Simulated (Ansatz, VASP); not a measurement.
**ZnSe2 in VASP and in Ansatz**

Contents of INCAR:

```
SYSTEM = ZnSe2
ALGO     = Normal         ! electronic algorithm
EDIFF    = 1E-7           ! SCF threshold, eV
ENCUT    = 520            ! plane-wave cutoff, eV
GGA      = PS             ! functional
ISIF     = 2              ! what is computed and relaxed
ISMEAR   = 0              ! smearing method
KPAR     = 4            
LASPH    = .True.         ! aspherical terms in the spheres
LCHARG   = .False.        ! write CHGCAR
LREAL    = .False.        ! projectors in reciprocal space
LWAVE    = .False.        ! write WAVECAR
NBANDS   = 60             ! bands
NELM     = 100            ! most SCF steps
PREC     = Accurate       ! precision mode
SIGMA    = 0.05           ! smearing width, eV
```

The input KPOINTS:

```
k-points
0
Gamma
  6 6 6
  0 0 0
```

The input POSCAR:

```
ZnSe2
1.0
    6.4250100705      0.0000000000      0.0000000000
    0.0000000000      6.4250100705      0.0000000000
    0.0000000000      0.0000000000      6.8240031959
Zn Se
4 8
Direct
    0.5000000000      0.5000000000      0.0000000000
    0.5000000000      0.0000000000      0.5000000000
    0.0000000000      0.5000000000      0.5000000000
    0.0000000000      0.0000000000      0.0000000000
    0.1099579274      0.8900420726      0.3900420726
    0.8900420726      0.3900420726      0.1099579274
    0.3900420726      0.1099579274      0.8900420726
    0.6099579274      0.6099579274      0.6099579274
    0.8900420726      0.1099579274      0.6099579274
    0.1099579274      0.6099579274      0.8900420726
    0.6099579274      0.8900420726      0.1099579274
    0.3900420726      0.3900420726      0.3900420726
```

Input for Ansatz:

```yaml
crystal:
  lattice:
    - [6.4250100705, 0.0, 0.0]
    - [0.0, 6.4250100705, 0.0]
    - [0.0, 0.0, 6.8240031959]
  atoms:
    - { symbol: Zn, position: [0.5, 0.5, 0.0] }
    - { symbol: Zn, position: [0.5, 0.0, 0.5] }
    - { symbol: Zn, position: [0.0, 0.5, 0.5] }
    - { symbol: Zn, position: [0.0, 0.0, 0.0] }
    - { symbol: Se, position: [0.1099579274, 0.8900420726, 0.3900420726] }
    - { symbol: Se, position: [0.8900420726, 0.3900420726, 0.1099579274] }
    - { symbol: Se, position: [0.3900420726, 0.1099579274, 0.8900420726] }
    - { symbol: Se, position: [0.6099579274, 0.6099579274, 0.6099579274] }
    - { symbol: Se, position: [0.8900420726, 0.1099579274, 0.6099579274] }
    - { symbol: Se, position: [0.1099579274, 0.6099579274, 0.8900420726] }
    - { symbol: Se, position: [0.6099579274, 0.8900420726, 0.1099579274] }
    - { symbol: Se, position: [0.3900420726, 0.3900420726, 0.3900420726] }
basis:
  ecutwfc: 520.0
kpoints:
  mp_grid: { grid: [6, 6, 6] }
hamiltonian:
  xc: pbesol
  pseudopotentials: { kind: paw, azcp: { folder: soft_1 } }
scf:
  occupations: { method: gaussian, width: 0.05 }
output:
  forces: true
  stress: true
  eigenvalues: true
```

Alike in both runs: task single point; functional PBEsol; k mesh 6 × 6 × 6; occupations gaussian, width 0.05 eV; no spin polarisation.

|  | VASP | Ansatz |
| --- | --- | --- |
| version | VASP 6.6.1 | Ansatz 0.2.0 |
| potentials or method | VASP PAW PBE potentials, release 64 (Zn, Se), cutoff 520 eV | scalar-relativistic, plane waves, PAW |
| valence electrons in the cell | 96 | 176 |

Ansatz gave:

* gap on the k mesh at the Fermi level (eV): 0.38
* least direct gap on the mesh (eV): 0.66
* pressure (GPa): -7.8
* traceless stress, the component that is largest in VASP (GPa): -0.44
* rms of the force components (eV/Å): 0.325

Task: What did VASP give for the same quantities?

Result: gap on the k mesh at the Fermi level (eV): 0.38; least direct gap on the mesh (eV): 0.66; pressure (GPa): -7.7; traceless stress, the component that is largest in VASP (GPa): -0.47; rms of the force components (eV/Å): 0.318.

VASP's potentials were made for PBE, not for PBEsol, and Ansatz warns of the same on its side. Atom by atom the forces differ by 0.007 eV/Å (rms over components). VASP's potentials hold 96 valence electrons a cell and Ansatz's 176, so a difference there can come from the potentials and not from the codes.
